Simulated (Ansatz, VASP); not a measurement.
Two plane-wave programs on BN

```
B N
1.0
     2.56597    0.00000    0.00000
    -1.28298    2.22219    0.00000
     0.00000    0.00000    4.19972
B N
2 2
Direct
  0.33333 0.66667 0.99947
  0.66667 0.33333 0.49947
  0.33333 0.66667 0.37453
  0.66667 0.33333 0.87453
```

Change from the starting cell: strained cell.

Alike in both runs: task relaxation of the atoms; functional PBEsol; k mesh 9 × 9 × 6; occupations gaussian, width 0.02 eV; no spin polarisation.

```csv
,VASP,Ansatz
version,VASP 6.6.1,Ansatz 0.2.0
potentials or method,"VASP PAW PBE potentials, release 64 (B, N), cutoff 520 eV","scalar-relativistic, plane waves, PAW"
valence electrons in the cell,16,16
```

|  | VASP | Ansatz | Ansatz less VASP |
| --- | --- | --- | --- |
| gap on the k mesh at the Fermi level, each at its own relaxed structure (eV) | 5.03 | 5.04 | +0.012 |

VASP's potentials were made for PBE, not for PBEsol, and Ansatz warns of the same on its side. Ansatz's warnings: stress scf threshold loose.
